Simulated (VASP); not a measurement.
# CsH (Pm-3m) in VASP: a series of runs

Runs on CsH. Level: LDA. Tasks: vibrations by perturbation theory.

Program: VASP 6.6.1. These are calculated values, not measurements. Logs are shortened: lines on timing, memory, paths and dates and some standing lists are left out, and cuts for length are marked.

### 1 The cell of the first run

It takes space group Pm-3m (No. 221, cubic). The conventional cell has a = 3.183 Å, b = 3.183 Å, c = 3.183 Å, α = 90.00°, β = 90.00°, γ = 90.00°. Cs (site symmetry m-3m) has 8 H at 2.76 Å and 6 Cs at 3.18 Å within 3.6 Å. H (site symmetry m-3m) has 8 Cs at 2.76 Å and 6 H at 3.18 Å within 3.6 Å.

### 2 Vibrations by perturbation theory, LDA

The input, INCAR:

```
SYSTEM = CsH
PREC = Accurate
ENCUT = 520
EDIFF = 1E-8
ISMEAR = 0
SIGMA = 0.01
LREAL = .False.
LASPH = .True.
NELM = 100
ALGO = Normal
ISIF = 2
LWAVE = .False.
LCHARG = .False.
GGA = CA
NBANDS = 12
IBRION = 8
NSW = 1
LEPSILON = .True.
```

The input, KPOINTS:

```
regular mesh
0
Gamma
  8 8 8
  0 0 0
```

The input, POSCAR:

```
CsH
1.0
    3.1828985260      0.0000000000      0.0000000000
    0.0000000000      3.1828985260      0.0000000000
    0.0000000000      0.0000000000      3.1828985260
Cs H
1 1
Direct
    0.0000000000      0.0000000000      0.0000000000
    0.5000000000      0.5000000000      0.5000000000
```

Potentials or basis: VASP PAW LDA potentials, release 64 (Cs_sv, H).

Command:

```sh
cat potpaw_LDA.64/Cs_sv/POTCAR potpaw_LDA.64/H/POTCAR > POTCAR
mpirun -np 1 vasp_std > vasp.out
```

OUTCAR:

```text
SYSTEM = CsH
   PREC = Accurate
   ENCUT = 520
   EDIFF = 1E-8
   ISMEAR = 0
   LREAL = .False.
   LASPH = .True.
   NELM = 100
   ISIF = 2
   GGA = CA
   IBRION = 8
   NSW = 1
   LEPSILON = .True.

 ion  position               nearest neighbor table
   1  0.000  0.000  0.000-
   2  0.500  0.500  0.500-

  LATTYP: Found a simple cubic cell.
 ALAT       =     3.1828985260

  Lattice vectors:

 A1 = (   3.1828985260,   0.0000000000,   0.0000000000)
 A2 = (   0.0000000000,   3.1828985260,   0.0000000000)
 A3 = (   0.0000000000,   0.0000000000,   3.1828985260)

Analysis of symmetry for initial positions (statically):
=====================================================================
 Subroutine PRICEL returns:
 Original cell was already a primitive cell.

 Routine SETGRP: Setting up the symmetry group for a
 simple cubic supercell.

 Subroutine GETGRP returns: Found 48 space group operations
 (whereof 48 operations were pure point group operations)
 out of a pool of 48 trial point group operations.

The static configuration has the point symmetry O_h .

Analysis of symmetry for dynamics (positions and initial velocities):
=====================================================================
 Subroutine PRICEL returns:
 Original cell was already a primitive cell.

 Routine SETGRP: Setting up the symmetry group for a
 simple cubic supercell.

 Subroutine GETGRP returns: Found 48 space group operations
 (whereof 48 operations were pure point group operations)
 out of a pool of 48 trial point group operations.

The dynamic configuration has the point symmetry O_h .

 Subroutine INISYM returns: Found 48 space group operations
 (whereof 48 operations are pure point group operations),
 and found     1 'primitive' translations

----------------------------------------------------------------------------------------

                                     Primitive cell

[... 591 lines left out ...]
    -0.00000 -0.00000  0.00877

 MACROSCOPIC STATIC DIELECTRIC TENSOR (including local field effects in DFT)
 ------------------------------------------------------
           5.863208     0.000000     0.000000
           0.000000     5.863208    -0.000000
           0.000000     0.000000     5.863208
 ------------------------------------------------------

 PIEZOELECTRIC TENSOR (including local field effects)  for field in x, y, z        (e  Angst)
          XX          YY          ZZ          XY          YZ          ZX
  --------------------------------------------------------------------------------
  x     0.00000     0.00000     0.00000     0.00000     0.00000     0.00000
  y     0.00000     0.00000     0.00000     0.00000     0.00000     0.00000
  z     0.00000     0.00000     0.00000     0.00000     0.00000     0.00000

 PIEZOELECTRIC TENSOR (including local field effects)  for field in x, y, z        (C/m^2)
          XX          YY          ZZ          XY          YZ          ZX
  --------------------------------------------------------------------------------
  x     0.00000     0.00000     0.00000     0.00000     0.00000     0.00000
  y     0.00000     0.00000     0.00000     0.00000     0.00000     0.00000
  z     0.00000     0.00000     0.00000     0.00000     0.00000     0.00000

 BORN EFFECTIVE CHARGES (including local field effects) (in |e|, cummulative output)
 ---------------------------------------------------------------------------------
 ion    1
    1     1.21364     0.00000    -0.00000
    2    -0.00000     1.21364     0.00000
    3    -0.00000    -0.00000     1.21364
 ion    2
    1    -1.21364    -0.00000     0.00000
    2     0.00000    -1.21364     0.00000
    3     0.00000     0.00000    -1.21364

 INTERNAL STRAIN TENSOR FOR ION    2 for displacements in x,y,z  (eV/Angst):
          X           Y           Z          XY          YZ          ZX
  --------------------------------------------------------------------------------
  x     0.00000     0.00000     0.00000     0.00000     0.00000     0.00000
  y     0.00000     0.00000     0.00000     0.00000     0.00000     0.00000
  z     0.00000     0.00000     0.00000     0.00000     0.00000     0.00000

 SECOND DERIVATIVES (NOT SYMMETRIZED)
 ------------------------------------
               1X          1Y          1Z          2X          2Y          2Z
  1X    -2.349714    0.000000    0.000000    2.349714   -0.000000   -0.000000
  1Y     0.000000   -2.349714    0.000000   -0.000000    2.349714   -0.000000
  1Z     0.000000    0.000000   -2.349714   -0.000000   -0.000000    2.349714
  2X     2.356649    0.000000    0.000000   -2.356649   -0.000000   -0.000000
  2Y    -0.000000    2.356649    0.000000    0.000000   -2.356649   -0.000000
  2Z     0.000000   -0.000000    2.356649   -0.000000    0.000000   -2.356649

 Eigenvectors and eigenvalues of the dynamical matrix
 ----------------------------------------------------

   1 f  =   24.089134 THz   151.356495 2PiTHz  803.527029 cm-1    99.624610 meV
             X         Y         Z           dx          dy          dz
      0.000000  0.000000  0.000000     0.000000    0.000000   -0.086293
      1.591449  1.591449  1.591449     0.000000    0.000000    0.996270
[... 21 lines left out ...]
   6 f/i=    0.003052 THz     0.019173 2PiTHz    0.101787 cm-1     0.012620 meV
             X         Y         Z           dx          dy          dz
      0.000000  0.000000  0.000000    -0.000000   -0.000000    0.996270
      1.591449  1.591449  1.591449    -0.000000    0.000000    0.086293

--------------------------------------------------------------------------------------------------------

 MACROSCOPIC STATIC DIELECTRIC TENSOR IONIC CONTRIBUTION
 ------------------------------------------------------
           3.512514    -0.000000    -0.000000
          -0.000000     3.512514    -0.000000
          -0.000000    -0.000000     3.512514
 ------------------------------------------------------

 ELASTIC MODULI CONTR FROM IONIC RELAXATION (kBar)
 Direction    XX          YY          ZZ          XY          YZ          ZX
 --------------------------------------------------------------------------------
 XX           0.0000      0.0000      0.0000      0.0000      0.0000      0.0000
 YY           0.0000      0.0000      0.0000      0.0000      0.0000      0.0000
 ZZ           0.0000      0.0000      0.0000      0.0000      0.0000      0.0000
 XY           0.0000      0.0000      0.0000      0.0000      0.0000      0.0000
 YZ           0.0000      0.0000      0.0000      0.0000      0.0000      0.0000
 ZX           0.0000      0.0000      0.0000      0.0000      0.0000      0.0000
 --------------------------------------------------------------------------------

 PIEZOELECTRIC TENSOR IONIC CONTR  for field in x, y, z        (C/m^2)
          XX          YY          ZZ          XY          YZ          ZX
  --------------------------------------------------------------------------------
  x     0.00000     0.00000     0.00000     0.00000     0.00000     0.00000
  y     0.00000     0.00000     0.00000     0.00000     0.00000     0.00000
  z     0.00000     0.00000     0.00000     0.00000     0.00000     0.00000
```

OSZICAR:

```text
N       E                     dE             d eps       ncg     rms          rms(c)
DAV:   1     0.391444996581E+02    0.39144E+02   -0.50949E+03   840   0.768E+02
DAV:   2    -0.294813803348E+01   -0.42093E+02   -0.39826E+02  1068   0.129E+02
DAV:   3    -0.500567528297E+01   -0.20575E+01   -0.20514E+01  1056   0.275E+01
DAV:   4    -0.501405745756E+01   -0.83822E-02   -0.83813E-02   972   0.181E+00
[... 140 lines left out ...]
RMM:   7    -0.169943086526E-01   -0.12625E-05   -0.17114E-09  3053   0.295E-04    0.402E-05
RMM:   8    -0.169943695252E-01   -0.60873E-07   -0.10082E-10  3134   0.383E-05    0.956E-06
RMM:   9    -0.169943579789E-01    0.11546E-07   -0.71636E-11  3188   0.121E-05    0.212E-06
RMM:  10    -0.169943556253E-01    0.23535E-08   -0.75449E-11  2409   0.334E-06    0.184E-07
 Linear response finished
```

Wall time 75 s (1 thread of Intel Xeon 6975P-C (Granite Rapids), shared host); peak memory 0.19 GiB.

What came out:

| Property | Result |
| --- | --- |
| Electronic dielectric tensor (diagonal) | 5.86 |
| Born charges (mean of the diagonal) | Cs +1.21; H -1.21 e |
| Highest phonon frequency at Γ, LO-TO splitting left out | 804 cm⁻¹ |

Phonon frequencies in cm⁻¹ (negative: imaginary):
```tsv
q point	frequencies
(0.000, 0.000, 0.000)	0 0 0 804 804 804
```

Electronic dielectric tensor:
```
5.86 0.00 0.00
0.00 5.86 0.00
0.00 0.00 5.86
```

Born effective charge tensors (e):
atom 1, Cs
```
1.21 0.00 0.00
0.00 1.21 0.00
0.00 0.00 1.21
```
atom 2, H
```
-1.21  0.00  0.00
 0.00 -1.21  0.00
 0.00  0.00 -1.21
```

Caveat: the cell wasn't relaxed at this level first, which shifts response properties; spin-orbit coupling is left out, which moves the levels of the heavy elements.

### 3 Vibrations by perturbation theory, LDA

This run uses another cell than the first one, of 17.76 Å³/atom, 1.101 times its volume.

The input, INCAR:

```
PREC = Accurate ; ENCUT = 520
EDIFF = 1E-8 ; ISMEAR = 0
SIGMA = 0.01 ; LREAL = False
LASPH = True ; NELM = 60
ALGO = Normal ; ISIF = 2
LWAVE = False ; LCHARG = True
NBANDS = 12 ; IBRION = 8
NSW = 1 ; LEPSILON = True
```

The input, KPOINTS:

```
Automatic mesh
0
Gamma
  8 8 8
```

The input, POSCAR:

```
CsH
1.0
    3.2869261317      0.0000000000      0.0000000000
    0.0000000000      3.2869261317      0.0000000000
    0.0000000000      0.0000000000      3.2869261317
Cs H
1 1
Direct
    0.0000000000      0.0000000000      0.0000000000
    0.5000000000      0.5000000000      0.5000000000
```

Potentials or basis: VASP PAW LDA potentials, release 64 (Cs_sv, H).

Command:

```sh
cat potpaw_LDA.64/Cs_sv/POTCAR potpaw_LDA.64/H/POTCAR > POTCAR
mpirun -np 1 vasp_std > vasp.out
```

OUTCAR:

```text
PREC = Accurate
   ENCUT = 520
   EDIFF = 1E-8
   ISMEAR = 0
   LREAL = False
   LASPH = True
   NELM = 60
   ISIF = 2
   IBRION = 8
   NSW = 1
   LEPSILON = True

 ion  position               nearest neighbor table
   1  0.000  0.000  0.000-
   2  0.500  0.500  0.500-

  LATTYP: Found a simple cubic cell.
 ALAT       =     3.2869261317

  Lattice vectors:

 A1 = (   3.2869261317,   0.0000000000,   0.0000000000)
 A2 = (   0.0000000000,   3.2869261317,   0.0000000000)
 A3 = (   0.0000000000,   0.0000000000,   3.2869261317)

Analysis of symmetry for initial positions (statically):
=====================================================================
 Subroutine PRICEL returns:
 Original cell was already a primitive cell.

 Routine SETGRP: Setting up the symmetry group for a
 simple cubic supercell.

 Subroutine GETGRP returns: Found 48 space group operations
 (whereof 48 operations were pure point group operations)
 out of a pool of 48 trial point group operations.

The static configuration has the point symmetry O_h .

Analysis of symmetry for dynamics (positions and initial velocities):
=====================================================================
 Subroutine PRICEL returns:
 Original cell was already a primitive cell.

 Routine SETGRP: Setting up the symmetry group for a
 simple cubic supercell.

 Subroutine GETGRP returns: Found 48 space group operations
 (whereof 48 operations were pure point group operations)
 out of a pool of 48 trial point group operations.

[... 616 lines left out ...]
 PIEZOELECTRIC TENSOR (including local field effects)  for field in x, y, z        (C/m^2)
          XX          YY          ZZ          XY          YZ          ZX
  --------------------------------------------------------------------------------
  x     0.00000     0.00000     0.00000     0.00000     0.00000     0.00000
  y     0.00000     0.00000     0.00000     0.00000     0.00000     0.00000
  z     0.00000     0.00000     0.00000     0.00000     0.00000     0.00000

 BORN EFFECTIVE CHARGES (including local field effects) (in |e|, cummulative output)
 ---------------------------------------------------------------------------------
 ion    1
    1     1.19679     0.00000    -0.00000
    2     0.00000     1.19679     0.00000
    3     0.00000    -0.00000     1.19679
 ion    2
    1    -1.19679    -0.00000     0.00000
    2    -0.00000    -1.19679    -0.00000
    3    -0.00000     0.00000    -1.19679

 INTERNAL STRAIN TENSOR FOR ION    2 for displacements in x,y,z  (eV/Angst):
          X           Y           Z          XY          YZ          ZX
  --------------------------------------------------------------------------------
  x     0.00000     0.00000     0.00000     0.00000     0.00000     0.00000
  y     0.00000     0.00000     0.00000     0.00000     0.00000     0.00000
  z     0.00000     0.00000     0.00000     0.00000     0.00000     0.00000

 SECOND DERIVATIVES (NOT SYMMETRIZED)
 ------------------------------------
               1X          1Y          1Z          2X          2Y          2Z
  1X    -1.826907    0.000000   -0.000000    1.826907    0.000000    0.000000
  1Y    -0.000000   -1.826907    0.000000    0.000000    1.826907   -0.000000
  1Z    -0.000000   -0.000000   -1.826907    0.000000    0.000000    1.826907
  2X     1.824707    0.000000    0.000000   -1.824707   -0.000000   -0.000000
  2Y     0.000000    1.824707    0.000000   -0.000000   -1.824707   -0.000000
  2Z     0.000000    0.000000    1.824707   -0.000000   -0.000000   -1.824707

 Eigenvectors and eigenvalues of the dynamical matrix
 ----------------------------------------------------

   1 f  =   21.197126 THz   133.185474 2PiTHz  707.060032 cm-1    87.664232 meV
             X         Y         Z           dx          dy          dz
      0.000000  0.000000  0.000000     0.000000    0.086471    0.000000
      1.643463  1.643463  1.643463     0.000000   -0.996254    0.000000
[... 21 lines left out ...]
   6 f/i=    0.001100 THz     0.006913 2PiTHz    0.036702 cm-1     0.004550 meV
             X         Y         Z           dx          dy          dz
      0.000000  0.000000  0.000000    -0.000000    0.000000   -0.996254
      1.643463  1.643463  1.643463     0.000000    0.000000   -0.086471

--------------------------------------------------------------------------------------------------------

 MACROSCOPIC STATIC DIELECTRIC TENSOR IONIC CONTRIBUTION
 ------------------------------------------------------
           3.997387     0.000000    -0.000000
           0.000000     3.997387    -0.000000
          -0.000000    -0.000000     3.997387
 ------------------------------------------------------

 ELASTIC MODULI CONTR FROM IONIC RELAXATION (kBar)
 Direction    XX          YY          ZZ          XY          YZ          ZX
 --------------------------------------------------------------------------------
 XX           0.0000      0.0000      0.0000      0.0000      0.0000      0.0000
 YY           0.0000      0.0000      0.0000      0.0000      0.0000      0.0000
 ZZ           0.0000      0.0000      0.0000      0.0000      0.0000      0.0000
 XY           0.0000      0.0000      0.0000      0.0000      0.0000      0.0000
 YZ           0.0000      0.0000      0.0000      0.0000      0.0000      0.0000
 ZX           0.0000      0.0000      0.0000      0.0000      0.0000      0.0000
 --------------------------------------------------------------------------------

 PIEZOELECTRIC TENSOR IONIC CONTR  for field in x, y, z        (C/m^2)
          XX          YY          ZZ          XY          YZ          ZX
  --------------------------------------------------------------------------------
  x     0.00000     0.00000     0.00000     0.00000     0.00000     0.00000
  y     0.00000     0.00000     0.00000     0.00000     0.00000     0.00000
  z     0.00000     0.00000     0.00000     0.00000     0.00000     0.00000
```

stdout:

```text
POSCAR found type information on POSCAR CsH
 POSCAR found :  2 types and       2 ions
 scaLAPACK will be used
 LDA part: xc-table for (Slater(with rela. corr.)+CA(PZ))
 , standard interpolation
 POSCAR, INCAR and KPOINTS ok, starting setup
 FFT: planning ... GRIDC
 FFT: planning ... GRID_SOFT
 FFT: planning ... GRID
[... 24 lines left out ...]
 Linear response to external field, progress :
  Direction:   3
 dielectric tensor                  component  3 :    -0.093    -0.444     5.362
 Linear response DOF=           2
 Linear response progress:
 first order change of Fermi-energy   0.49496E-03
 force on displaced ion       1 direction 1 :  -1.827   0.000   0.000
 Born effective charge ion    1 direction 1 :   1.196   0.000   0.000
 Linear response progress:
 first order change of Fermi-energy   0.90541E-04
 force on displaced ion       2 direction 1 :  -1.825   0.000  -0.000
 Born effective charge ion    2 direction 1 :  -1.198   0.000   0.000
 Born effective charges drift removed
 Linear response finished
```

Run time: 1.7 min. Hardware: 1 thread of Intel Xeon 6975P-C (Granite Rapids), shared host; peak memory 0.2 GiB.

What came out:

| Item | Value |
| --- | --- |
| Electronic dielectric tensor (diagonal) | 5.36 |
| Born charges (mean of the diagonal) | Cs +1.20; H -1.20 e |
| Highest phonon frequency at Γ, LO-TO splitting left out | 707 cm⁻¹ |

Phonon frequencies in cm⁻¹ (negative: imaginary):
```csv
q point,frequencies
"(0.000, 0.000, 0.000)",0 0 0 707 707 707
```

Electronic dielectric tensor:
```
5.36 0.00 0.00
0.00 5.36 0.00
0.00 0.00 5.36
```

Born effective charge tensors (e):
atom 1, Cs
```
1.20 0.00 0.00
0.00 1.20 0.00
0.00 0.00 1.20
```
atom 2, H
```
-1.20  0.00  0.00
 0.00 -1.20  0.00
 0.00  0.00 -1.20
```

Caveat: the cell wasn't relaxed at this level first, which shifts response properties; spin-orbit coupling is left out, which moves the levels of the heavy elements.

[end of part 1 of 2]
